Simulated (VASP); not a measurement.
## TaW2N4: single point with PBE

Crystal: TaW2N4.

```
Ta W N
1.0
     4.25186    0.00000    0.00000
     0.00000    4.25186    0.00000
    -2.12593   -2.12593    4.17954
Ta W N
1 2 4
Direct
  0.00000 0.00000 0.00000
  0.75000 0.25000 0.50000
  0.25000 0.75000 0.50000
  0.73945 0.73945 0.47890
  0.26055 0.26055 0.52110
  0.50000 0.00000 0.00000
  0.00000 0.50000 0.00000
```

```
Program                : VASP 6.6.1
Task                   : single point
Functional             : PBE
Potentials or basis    : VASP PAW PBE potentials, release 64 (Ta_sv_GW, W_sv, N)
Cutoff                 : 700 eV
k mesh                 : 6 × 6 × 6
Occupations            : gaussian, width 0.2 eV
Spin                   : no spin polarisation
Dipole correction      : no
Further INCAR settings : ALGO = Normal; EDIFF = 1e-06; NBANDS = 40
```

- Pressure: 1.0 GPa
- Largest force: 0.032 eV/Å
- Band gap on the k mesh: zero (an odd number of electrons rules out a gap without spin polarisation)

Forces on the atoms (eV/Å):
```
Ta   0.000  0.000  0.000
W    0.000  0.000  0.000
W    0.000  0.000  0.000
N    0.000  0.000 -0.032
N    0.000  0.000  0.032
N    0.000  0.000  0.000
N    0.000  0.000  0.000
```

Stress tensor (GPa, compression positive):
```
0.88 0.00 0.00
0.00 0.88 0.00
0.00 0.00 1.27
```

Levels at points of the mesh, in eV from the Fermi level:
```csv
k point,band 28,band 29,band 30,band 31,band 32,band 33,band 34,band 35
"(0.00, 0.00, 0.00)",-2.10,-2.10,-1.78,-1.78,-0.19,0.41,0.61,0.61
"(0.50, 0.00, 0.00)",-2.16,-1.75,-0.21,0.00,0.22,0.83,0.97,1.60
"(0.50, 0.50, 0.00)",-2.22,-0.23,1.11,1.18,1.18,1.99,2.01,2.01
"(0.00, 0.00, 0.50)",-3.50,-3.28,-3.14,-3.14,-0.47,-0.05,1.60,1.91
```

Wall time 2.2 min on 1 thread of Intel(R) Xeon(R) 6975P-C (Granite Rapids), on a shared host, peak memory 0.35 GiB.

Caveat: spin-orbit coupling is left out, which moves the levels of the heavy elements; an odd number of electrons without spin polarisation forces a metal; a magnetic or distorted state may lie lower.
